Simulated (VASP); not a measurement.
# In (I4/mmm) in VASP: single point with r2SCAN

Aim: the single point of In with r2SCAN.

Program: VASP 6.6.1. These are calculated values, not measurements. Logs are shortened: lines on timing, memory, paths and dates and some standing lists are left out, and cuts for length are marked.

## Step 1: The cell of the first run

It takes space group I4/mmm (No. 139, tetragonal). The conventional cell has a = 3.343 Å, b = 3.343 Å, c = 5.086 Å, α = 90.00°, β = 90.00°, γ = 90.00°. Within 4.4 Å of In (site symmetry 4/mmm) lie 12 In at 3.34 to 3.47 Å.

## Step 2: Single point, r2SCAN (strained)

Input file POSCAR:

```
In
1.0
   -1.6714057545      1.6714057545      2.5428000285
    1.6714057545     -1.6714057545      2.5428000285
    1.6714057545      1.6714057545     -2.5428000285
In
1
Direct
    0.0000000000      0.0000000000      0.0000000000
```

Input file INCAR.step1:

```
PREC = Accurate
ENCUT = 520
ISMEAR = 0
SIGMA = 0.1
LREAL = False
LASPH = True
NELM = 60
NBANDS = 12
GGA = PE
ALGO = Normal
EDIFF = 1E-4
LWAVE = True
LCHARG = False
```

Input file INCAR.step2:

```
PREC = Accurate
ENCUT = 520
EDIFF = 1E-7
ISMEAR = 0
SIGMA = 0.1
LREAL = False
LASPH = True
NELM = 60
ALGO = Normal
ISIF = 2
LWAVE = False
LCHARG = False
METAGGA = R2SCAN
LMIXTAU = True
NBANDS = 12
ISTART = 1
```

Input file KPOINTS:

```
regular mesh
0
Gamma
  18 18 18
```

Potentials or basis: VASP PAW PBE potentials, release 64 (In_d).

Launch:

```console
cat potpaw_PBE.64/In_d/POTCAR > POTCAR
cp INCAR.step1 INCAR
mpirun -np 1 vasp_std > vasp.out
cp INCAR.step2 INCAR
mpirun -np 1 vasp_std > vasp.out
```

OUTCAR:

```text
PREC = Accurate
   ENCUT = 520
   EDIFF = 1E-7
   ISMEAR = 0
   LREAL = False
   LASPH = True
   NELM = 60
   ISIF = 2
   METAGGA = R2SCAN
   ISTART = 1

 ion  position               nearest neighbor table
   1  0.000  0.000  0.000-

  LATTYP: Found a body centered tetragonal cell.
 ALAT       =     3.3428115090
 C/A-ratio  =     1.5213541186

  Lattice vectors:

 A1 = (  -1.6714057545,   1.6714057545,   2.5428000285)
 A2 = (   1.6714057545,  -1.6714057545,   2.5428000285)
 A3 = (   1.6714057545,   1.6714057545,  -2.5428000285)

Analysis of symmetry for initial positions (statically):
=====================================================================
 Subroutine PRICEL returns:
 Original cell was already a primitive cell.

 Routine SETGRP: Setting up the symmetry group for a
 body centered tetragonal supercell.

 Subroutine GETGRP returns: Found 16 space group operations
 (whereof 16 operations were pure point group operations)
 out of a pool of 16 trial point group operations.

The static configuration has the point symmetry D_4h.

Analysis of symmetry for dynamics (positions and initial velocities):
=====================================================================
 Subroutine PRICEL returns:
 Original cell was already a primitive cell.

 Routine SETGRP: Setting up the symmetry group for a
 body centered tetragonal supercell.

 Subroutine GETGRP returns: Found 16 space group operations
 (whereof 16 operations were pure point group operations)
 out of a pool of 16 trial point group operations.

The dynamic configuration has the point symmetry D_4h.

 Subroutine INISYM returns: Found 16 space group operations
 (whereof 16 operations are pure point group operations),
 and found     1 'primitive' translations

----------------------------------------------------------------------------------------

                                     Primitive cell

  volume of cell :      28.4142

  direct lattice vectors                    reciprocal lattice vectors
    -1.671405755  1.671405755  2.542800028     0.000000000  0.299149383  0.196633630
     1.671405755 -1.671405755  2.542800028     0.299149383  0.000000000  0.196633630
     1.671405755  1.671405755 -2.542800028     0.299149383  0.299149383  0.000000000

  length of vectors
     3.471746877  3.471746877  3.471746877     0.357987622  0.357987622  0.423061114

  position of ions in fractional coordinates (direct lattice)
     0.000000000  0.000000000  0.000000000

  ion indices of the primitive-cell ions
   primitive index   ion index
                 1           1

----------------------------------------------------------------------------------------

 KPOINTS: regular mesh

Automatic generation of k-mesh.
 Grid dimensions read from file:
 generate k-points for:   18   18   18

 Generating k-lattice:

  Cartesian coordinates                     Fractional coordinates (reciprocal lattice)
     0.000000000  0.016619410  0.010924091     0.055555556 -0.000000000  0.000000000
     0.016619410  0.000000000  0.010924091    -0.000000000  0.055555556  0.000000000
     0.016619410  0.016619410  0.000000000     0.000000000  0.000000000  0.055555556

  Length of vectors
     0.019888201  0.019888201  0.023503395

  Shift w.r.t. Gamma in fractional coordinates (k-lattice)
     0.000000000  0.000000000  0.000000000

 Subroutine IBZKPT returns following result:
 ===========================================

 Found    480 irreducible k-points:

 Following reciprocal coordinates:
            Coordinates               Weight
  0.000000  0.000000  0.000000      1.000000
  0.055556  0.000000 -0.000000      8.000000
  0.111111  0.000000 -0.000000      8.000000
  0.166667  0.000000 -0.000000      8.000000
  0.222222 -0.000000  0.000000      8.000000
  0.277778  0.000000 -0.000000      8.000000
[... 16 lines left out ...]
 -0.277778  0.055556  0.000000     16.000000
 -0.222222  0.055556  0.000000     16.000000
 [... further k-points ...]
   k-points           NKPTS =    480   k-points in BZ     NKDIM =    480   number of bands    NBANDS=     12
   number of dos      NEDOS =    301   number of ions     NIONS =      1
   total plane-waves  NPLWV =  21952
   dimension x,y,z NGX =    28 NGY =   28 NGZ =   28
   dimension x,y,z NGXF=    56 NGYF=   56 NGZF=   56
   ions per type =               1
   NGX,Y,Z   is equivalent  to a cutoff of  13.41, 13.41, 13.41 a.u.
   NGXF,Y,Z  is equivalent  to a cutoff of  26.82, 26.82, 26.82 a.u.
 SYSTEM =  unknown system
   PREC   = accura    normal or accurate (medium, high low for compatibility)
   ISTART =      1    job   : 0-new  1-cont  2-samecut
   ICHARG =      0    charge: 1-file 2-atom 10-const
   ISPIN  =      1    spin polarized calculation?
   LNONCOLLINEAR =      F non collinear calculations
   LSORBIT =      F    spin-orbit coupling
   LASPH  =      T    aspherical Exc in radial PAW
   ENCUT  =  520.0 eV  38.22 Ry    6.18 a.u.   6.46  6.46  6.46*2*pi/ulx,y,z
   NELM   =     60;   NELMIN=  2; NELMDL=  0     # of ELM steps
   EDIFF  = 0.1E-06   stopping-criterion for ELM
   LREAL  =      F    real-space projection
   EDIFFG = 0.1E-05   stopping-criterion for IOM
   NSW    =      0    number of steps for IOM
   IBRION =     -1    ionic relax: 0-MD 1-quasi-New 2-CG
   NFREE  =      0    steps in history (QN), initial steepest desc. (CG)
   ISIF   =      2    stress and relaxation
   ISYM   =      2    0-nonsym 1-usesym 2-fastsym
   POTIM  = 0.5000    time-step for ionic-motion
   TEBEG  =    0.0;   TEEND  =   0.0 temperature during run
   PSTRESS=    0.0 pullay stress
   NELECT =      13.0000    total number of electrons
   NUPDOWN=      -1.0000    fix difference up-down
   EMIN   =  10.00;   EMAX   =-10.00  energy-range for DOS
   EFERMI =   0.00;   METHOD = LEGACY
   ISMEAR =     0;   SIGMA  =   0.10  broadening in eV -4-tet -1-fermi 0-gaus
   EFERMI_NEDOS =   21; number of points for ismear=-14 and -15
   IALGO  =     38    algorithm
   IMIX   =      4    mixing-type and parameters
     AMIX     =   0.40;   BMIX     =  1.00
     AMIX_MAG =   1.60;   BMIX_MAG =  1.00
  volume/ion in A,a.u.               =      28.41       191.75
  Fermi-wavevector in a.u.,A,eV,Ry     =   1.261471  2.383835 21.651076  1.591309
  Thomas-Fermi vector in A             =   2.394928
   LORBIT       =      0    0 simple, 1 ext, 2 COOP (PROOUT), +10 PAW based schemes
   METAGGA = R2SCAN    functional components
   LHFCALC =     F    Hartree Fock is set to
   AEXX    =    0.0000 exact exchange contribution
   IVDW    =     0    specifies the selected vdW correction
   LEPSILON=     F    determine dielectric tensor
   LRPA    =     F    only Hartree local field effects (RPA)
 non-spin polarized calculation
 Gauss-broadening in eV      SIGMA  =   0.10
  energy-cutoff  :      520.00
  volume of cell :       28.41
 maximum number of plane-waves:       785
 NGX is ok and might be reduce to    28
   NGX = 13   NGY = 13   NGZ = 13

 number of electron      12.9999997 magnetization

 Free energy of the ion-electron system (eV)
  ---------------------------------------------------
  ext. energy  EPLUGINS =         0.00000000
  ---------------------------------------------------
  free energy    TOTEN  =       -22.55524173 eV

  energy without entropy =      -22.55287871  energy(sigma->0) =      -22.55406022

 E-fermi :   6.5574     XC(G=0): -10.6374

 val. band max:        6.5436557136   @ k =  -0.2222  -0.3889   0.1111
 cond. band min:       6.5679033800   @ k =   0.2778   0.2778   0.1111
 fundamental gap:      0.0242476665
 Fermi energy:         6.5574473531

 k-point     1 :       0.0000    0.0000    0.0000
  band No.  band energies     occupation
      1      -8.6300      2.00000
      2      -8.5420      2.00000
      3      -8.5420      2.00000
      4      -8.4784      2.00000
      5      -8.3827      2.00000
      6      -2.8801      2.00000
      7      16.9611      0.00000
      8      16.9611      0.00000
      9      17.1242      0.00000
     10      18.6039      0.00000
     11      20.3491      0.00000
     12      20.6196      0.00000

 k-point     2 :       0.0556    0.0000   -0.0000
  band No.  band energies     occupation
      1      -8.6255      2.00000
      2      -8.5421      2.00000
      3      -8.5378      2.00000
      4      -8.4777      2.00000
      5      -8.3843      2.00000
      6      -2.8133      2.00000
      7      16.1266      0.00000
      8      16.8735      0.00000
      9      16.8980      0.00000
     10      18.3637      0.00000
     11      20.6524      0.00000
     12      20.8047      0.00000

 k-point     3 :       0.1111    0.0000   -0.0000
  band No.  band energies     occupation
      1      -8.6147      2.00000
      2      -8.5435      2.00000
      3      -8.5265      2.00000
      4      -8.4728      2.00000
      5      -8.3883      2.00000
      6      -2.6120      2.00000
      7      14.3661      0.00000
      8      16.4568      0.00000
      9      16.6579      0.00000
     10      18.2271      0.00000
     11      20.8397      0.00000
     12      21.3076      0.00000
[... 286 lines left out ...]
 k-point    23 :      -0.2778    0.0556    0.0000
  band No.  band energies     occupation
      1      -8.5907      2.00000
      2      -8.5668      2.00000
      3      -8.5005      2.00000
      4      -8.4074      2.00000
      5      -8.3752      2.00000
      6      -1.3219      2.00000
      7       9.3985      0.00000
      8      14.4522      0.00000
      9      15.8339      0.00000
     10      18.3846      0.00000
     11      19.8804      0.00000
     12      20.4476      0.00000

 k-point    24 :      -0.2222    0.0556    0.0000
  band No.  band energies     occupation
      1      -8.5870      2.00000
      2      -8.5596      2.00000
      3      -8.5030      2.00000
      4      -8.4363      2.00000
      5      -8.3948      2.00000
      6      -1.8955      2.00000
      7      11.2036      0.00000
      8      14.8732      0.00000
      9      16.0854      0.00000
     10      18.4915      0.00000
     11      20.5201      0.00000
     12      20.8339      0.00000

 [... further k-points ...]
[... 5 lines left out ...]
  --------------------------------------------------------------------------------------
  -------------------------------------------------------------------------------------
  Total       -0.4693591     -0.4693591     -0.4690894      0.0000000      0.0000000      0.0000000
  in kB      -26.4654826    -26.4654826    -26.4502773      0.0000000      0.0000000      0.0000000
  external PRESSURE =     -26.4604142 kB  Pullay stress =       0.0000000 kB

 VOLUME and BASIS-vectors are now :
 -----------------------------------------------------------------------------
  energy-cutoff  :      520.00
  volume of cell :       28.41
      direct lattice vectors                 reciprocal lattice vectors
    -1.671405755  1.671405755  2.542800028     0.000000000  0.299149383  0.196633630
     1.671405755 -1.671405755  2.542800028     0.299149383  0.000000000  0.196633630
     1.671405755  1.671405755 -2.542800028     0.299149383  0.299149383  0.000000000

 POSITION                                       TOTAL-FORCE (eV/Angst)
 -----------------------------------------------------------------------------------
      0.00000      0.00000      0.00000         0.000000      0.000000     -0.000000
 -----------------------------------------------------------------------------------
    total drift:                               -0.000000     -0.000000     -0.000000

  FREE ENERGIE OF THE ION-ELECTRON SYSTEM (eV)
  ---------------------------------------------------
  free  energy   TOTEN  =       -22.5552417337 eV

  energy  without entropy=      -22.5528787072  energy(sigma->0) =      -22.55406022
```

Wall time 14 min (1 thread of Intel Xeon 8259CL, shared host); peak memory 0.29 GiB.

What came out:

| Property | Result |
| --- | --- |
| Free energy | -22.5552 eV |
| Pressure | -2.6 GPa |
| Band gap on the k mesh | zero (an odd number of electrons rules out a gap without spin polarisation) |

Levels at points of the mesh, in eV from the Fermi level:
| k point | band 2 | band 3 | band 4 | band 5 | band 6 | band 7 | band 8 | band 9 | band 10 | band 11 |
| --- | --- | --- | --- | --- | --- | --- | --- | --- | --- | --- |
| (0.00, 0.00, 0.00) | -15.10 | -15.10 | -15.04 | -14.94 | -9.44 | 10.40 | 10.40 | 10.57 | 12.05 | 13.79 |
| (0.50, 0.00, 0.00) | -15.16 | -15.08 | -14.87 | -14.84 | -4.40 | -3.19 | 7.47 | 9.05 | 11.40 | 11.69 |
| (0.50, 0.50, 0.00) | -15.22 | -14.87 | -14.85 | -14.77 | -1.91 | -1.76 | 3.51 | 4.04 | 7.21 | 7.32 |
| (0.50, 0.50, 0.50) | -15.23 | -14.85 | -14.83 | -14.83 | -3.03 | -2.56 | 4.77 | 4.77 | 8.10 | 8.39 |

Caveat: the cell differs from its parent crystal (strained); the PAW data sets were made with another functional, which shifts forces and pressure a little; spin-orbit coupling is left out, which moves the levels of the heavy elements.

The gap in the log of VASP goes by the Fermi energy; the results here count the filled bands.